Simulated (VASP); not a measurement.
# Si (I4/mmm) in VASP: a series of runs, part 2 of 2

VASP 6.6.1. The steps go on from the part before.

## Step 5: Single point, LDA (strain +0.030 along x and y, +0.030 along z)

Contents of INCAR:

```
  PREC = Accurate
  ENCUT = 520
  EDIFF = 1E-6
  ISMEAR = 0
  SIGMA = 0.15
  LREAL = F
  LASPH = T
  NELM = 80
  ALGO = Normal
  ISIF = 2
  LWAVE = F
  LCHARG = T
  GGA = CA
  LELF = T
  LVHAR = T
  NBANDS = 8
```

Contents of KPOINTS:

```
Automatic mesh
0
Gamma
  22 22 22
```

Contents of POSCAR:

```
Si
1.0
   -1.6757223779      1.6757223779      1.3599397455
    1.6757223779     -1.6757223779      1.3599397455
    1.6757223779      1.6757223779     -1.3599397455
Si
1
Direct
    0.0000000000      0.0000000000      0.0000000000
```

Potentials or basis: VASP PAW LDA potentials, release 64 (Si).

On the command line:

```sh
> cat potpaw_LDA.64/Si/POTCAR > POTCAR
> mpirun -np 1 vasp_std > vasp.out
```

OUTCAR:

```text
PREC = Accurate
   ENCUT = 520
   EDIFF = 1E-6
   ISMEAR = 0
   LREAL = F
   LASPH = T
   NELM = 80
   ISIF = 2
   GGA = CA

 ion  position               nearest neighbor table
   1  0.000  0.000  0.000-

  LATTYP: Found a body centered tetragonal cell.
 ALAT       =     3.3514447558
 C/A-ratio  =     0.8115543263

  Lattice vectors:

 A1 = (  -1.6757223779,   1.6757223779,   1.3599397455)
 A2 = (   1.6757223779,  -1.6757223779,   1.3599397455)
 A3 = (   1.6757223779,   1.6757223779,  -1.3599397455)

Analysis of symmetry for initial positions (statically):
=====================================================================
 Subroutine PRICEL returns:
 Original cell was already a primitive cell.

 Routine SETGRP: Setting up the symmetry group for a
 body centered tetragonal supercell.

 Subroutine GETGRP returns: Found 16 space group operations
 (whereof 16 operations were pure point group operations)
 out of a pool of 16 trial point group operations.

The static configuration has the point symmetry D_4h.

Analysis of symmetry for dynamics (positions and initial velocities):
=====================================================================
 Subroutine PRICEL returns:
 Original cell was already a primitive cell.

 Routine SETGRP: Setting up the symmetry group for a
 body centered tetragonal supercell.

 Subroutine GETGRP returns: Found 16 space group operations
 (whereof 16 operations were pure point group operations)
 out of a pool of 16 trial point group operations.

The dynamic configuration has the point symmetry D_4h.

 Subroutine INISYM returns: Found 16 space group operations
 (whereof 16 operations are pure point group operations),
 and found     1 'primitive' translations

----------------------------------------------------------------------------------------

                                     Primitive cell

  volume of cell :      15.2751

  direct lattice vectors                    reciprocal lattice vectors
    -1.675722378  1.675722378  1.359939745     0.000000000  0.298378781  0.367663348
     1.675722378 -1.675722378  1.359939745     0.298378781  0.000000000  0.367663348
     1.675722378  1.675722378 -1.359939745     0.298378781  0.298378781  0.000000000

  length of vectors
     2.732311675  2.732311675  2.732311675     0.473504207  0.473504207  0.421971318

  position of ions in fractional coordinates (direct lattice)
     0.000000000  0.000000000  0.000000000

  ion indices of the primitive-cell ions
   primitive index   ion index
                 1           1

----------------------------------------------------------------------------------------

 KPOINTS: Automatic mesh

Automatic generation of k-mesh.
 Grid dimensions read from file:
 generate k-points for:   22   22   22

 Generating k-lattice:

  Cartesian coordinates                     Fractional coordinates (reciprocal lattice)
     0.000000000  0.013562672  0.016711970     0.045454545  0.000000000 -0.000000000
     0.013562672  0.000000000  0.016711970     0.000000000  0.045454545 -0.000000000
     0.013562672  0.013562672  0.000000000     0.000000000  0.000000000  0.045454545

  Length of vectors
     0.021522919  0.021522919  0.019180514

  Shift w.r.t. Gamma in fractional coordinates (k-lattice)
     0.000000000  0.000000000  0.000000000

 Subroutine IBZKPT returns following result:
 ===========================================

 Found    834 irreducible k-points:

 Following reciprocal coordinates:
            Coordinates               Weight
  0.000000  0.000000  0.000000      1.000000
  0.045455 -0.000000  0.000000      8.000000
  0.090909 -0.000000  0.000000      8.000000
  0.136364  0.000000 -0.000000      8.000000
  0.181818 -0.000000  0.000000      8.000000
  0.227273  0.000000  0.000000      8.000000
[... 16 lines left out ...]
  0.500000  0.045455 -0.000000     16.000000
 -0.454545  0.045455 -0.000000     16.000000
 [... further k-points ...]
   k-points           NKPTS =    834   k-points in BZ     NKDIM =    834   number of bands    NBANDS=      8
   number of dos      NEDOS =    301   number of ions     NIONS =      1
   total plane-waves  NPLWV =   8000
   dimension x,y,z NGX =    20 NGY =   20 NGZ =   20
   dimension x,y,z NGXF=    40 NGYF=   40 NGZF=   40
   ions per type =               1
   NGX,Y,Z   is equivalent  to a cutoff of  12.17, 12.17, 12.17 a.u.
   NGXF,Y,Z  is equivalent  to a cutoff of  24.34, 24.34, 24.34 a.u.
 SYSTEM =  unknown system
   PREC   = accura    normal or accurate (medium, high low for compatibility)
   ISTART =      0    job   : 0-new  1-cont  2-samecut
   ICHARG =      2    charge: 1-file 2-atom 10-const
   ISPIN  =      1    spin polarized calculation?
   LNONCOLLINEAR =      F non collinear calculations
   LSORBIT =      F    spin-orbit coupling
   LASPH  =      T    aspherical Exc in radial PAW
   ENCUT  =  520.0 eV  38.22 Ry    6.18 a.u.   5.08  5.08  5.08*2*pi/ulx,y,z
   NELM   =     80;   NELMIN=  2; NELMDL= -5     # of ELM steps
   EDIFF  = 0.1E-05   stopping-criterion for ELM
   LREAL  =      F    real-space projection
   EDIFFG = 0.1E-04   stopping-criterion for IOM
   NSW    =      0    number of steps for IOM
   IBRION =     -1    ionic relax: 0-MD 1-quasi-New 2-CG
   NFREE  =      0    steps in history (QN), initial steepest desc. (CG)
   ISIF   =      2    stress and relaxation
   ISYM   =      2    0-nonsym 1-usesym 2-fastsym
   POTIM  = 0.5000    time-step for ionic-motion
   TEBEG  =    0.0;   TEEND  =   0.0 temperature during run
   PSTRESS=    0.0 pullay stress
   NELECT =       4.0000    total number of electrons
   NUPDOWN=      -1.0000    fix difference up-down
   EMIN   =  10.00;   EMAX   =-10.00  energy-range for DOS
   EFERMI =   0.00;   METHOD = LEGACY
   ISMEAR =     0;   SIGMA  =   0.15  broadening in eV -4-tet -1-fermi 0-gaus
   EFERMI_NEDOS =   21; number of points for ismear=-14 and -15
   IALGO  =     38    algorithm
   IMIX   =      4    mixing-type and parameters
     AMIX     =   0.40;   BMIX     =  1.00
     AMIX_MAG =   1.60;   BMIX_MAG =  1.00
  volume/ion in A,a.u.               =      15.28       103.08
  Fermi-wavevector in a.u.,A,eV,Ry     =   1.047370  1.979243 14.925379  1.096984
  Thomas-Fermi vector in A             =   2.182248
   LORBIT       =      0    0 simple, 1 ext, 2 COOP (PROOUT), +10 PAW based schemes
   GGA     = CA    functional components
   LHFCALC =     F    Hartree Fock is set to
   AEXX    =    0.0000 exact exchange contribution
   IVDW    =     0    specifies the selected vdW correction
   LEPSILON=     F    determine dielectric tensor
   LRPA    =     F    only Hartree local field effects (RPA)
 non-spin polarized calculation
 Gauss-broadening in eV      SIGMA  =   0.15
  energy-cutoff  :      520.00
  volume of cell :       15.28
 maximum number of plane-waves:       428
   NGX = 11   NGY = 11   NGZ = 11

 number of electron       4.0000001 magnetization

 Free energy of the ion-electron system (eV)
  ---------------------------------------------------
  ext. energy  EPLUGINS =         0.00000000
  ---------------------------------------------------
  free energy    TOTEN  =        -5.53446032 eV

  energy without entropy =       -5.52966313  energy(sigma->0) =       -5.53206172

 E-fermi :   9.3573     XC(G=0): -11.0377

 val. band max:        9.3549487389   @ k =   0.2273   0.2273   0.0455
 cond. band min:       9.3611423534   @ k =  -0.2273  -0.3182   0.2273
 fundamental gap:      0.0061936145
 Fermi energy:         9.3572679400

 k-point     1 :       0.0000    0.0000    0.0000
  band No.  band energies     occupation
      1      -4.5081      2.00000
      2      18.5204      0.00000
      3      18.5204      0.00000
      4      18.7764      0.00000
      5      21.7126      0.00000
      6      21.9359      0.00000
      7      24.0194      0.00000
      8      24.0194      0.00000

 k-point     2 :       0.0455   -0.0000    0.0000
  band No.  band energies     occupation
      1      -4.4411      2.00000
      2      17.6940      0.00000
      3      18.3420      0.00000
      4      19.6382      0.00000
      5      20.8842      0.00000
      6      22.5866      0.00000
      7      23.6811      0.00000
      8      23.7629      0.00000
[... 221 lines left out ...]
 k-point    23 :       0.5000    0.0455   -0.0000
  band No.  band energies     occupation
      1       2.6491      2.00000
      2       4.3655      2.00000
      3      13.1481      0.00000
      4      14.7960      0.00000
      5      16.5996      0.00000
      6      18.6093      0.00000
      7      27.0174      0.00000
      8      30.0782      0.00000

 k-point    24 :      -0.4545    0.0455   -0.0000
  band No.  band energies     occupation
      1       1.3659      2.00000
      2       5.9076      2.00000
      3      13.0580      0.00000
      4      14.9913      0.00000
      5      16.7045      0.00000
      6      18.9179      0.00000
      7      27.3172      0.00000
      8      30.0067      0.00000

 [... further k-points ...]
[... 5 lines left out ...]
  --------------------------------------------------------------------------------------
  -------------------------------------------------------------------------------------
  Total       -0.6388254     -0.6388254     -0.8017033      0.0000000      0.0000000      0.0000000
  in kB      -67.0052655    -67.0052655    -84.0892507      0.0000000      0.0000000      0.0000000
  external PRESSURE =     -72.6999272 kB  Pullay stress =       0.0000000 kB

 VOLUME and BASIS-vectors are now :
 -----------------------------------------------------------------------------
  energy-cutoff  :      520.00
  volume of cell :       15.28
      direct lattice vectors                 reciprocal lattice vectors
    -1.675722378  1.675722378  1.359939745     0.000000000  0.298378781  0.367663348
     1.675722378 -1.675722378  1.359939745     0.298378781  0.000000000  0.367663348
     1.675722378  1.675722378 -1.359939745     0.298378781  0.298378781  0.000000000

 POSITION                                       TOTAL-FORCE (eV/Angst)
 -----------------------------------------------------------------------------------
      0.00000      0.00000      0.00000        -0.000000     -0.000000      0.000000
 -----------------------------------------------------------------------------------
    total drift:                               -0.000000     -0.000000      0.000000

  FREE ENERGIE OF THE ION-ELECTRON SYSTEM (eV)
  ---------------------------------------------------
  free  energy   TOTEN  =        -5.5344603212 eV

  energy  without entropy=       -5.5296631272  energy(sigma->0) =       -5.53206172
```

It took 47 s on 1 thread of AMD EPYC 7R43 (Zen 3), shared host; peak memory 0.15 GiB.

Results:

```yaml
Free_energy: -5.5345 eV
Pressure: -7.3 GPa
Band_gap_on_the_k_mesh: zero (band 2 reaches 18.52 eV, above the bottom of band 3 at 5.86 eV)
```

Stress tensor (GPa, compression positive):
```
-6.70  0.00  0.00
 0.00 -6.70  0.00
 0.00  0.00 -8.41
```

Caveat: the cell differs from its parent crystal (strain +0.030 along x and y, +0.030 along z).

## Step 6: Overview

| cell | gap on the mesh (eV) | pressure (GPa) |
| --- | --- | --- |
| a = 2.713 Å, angles 103.7, 103.7, 121.8°, 1 atom | none | -5.0 |
| a = 2.702 Å, angles 104.7, 104.7, 119.6°, 1 atom | none | -5.3 |
| a = 2.723 Å, angles 104.0, 104.0, 121.0°, 1 atom | none | -6.2 |
| a = 2.732 Å, angles 104.3, 104.3, 120.3°, 1 atom | none | -7.3 |

Alike in all rows: task single point; level LDA; potentials or basis VASP PAW LDA potentials, release 64 (Si); no spin polarisation; k mesh 22 × 22 × 22; cutoff (eV) 520; smearing gaussian 0.15 eV.

Absolute energies hang on the potentials; compare differences alone.
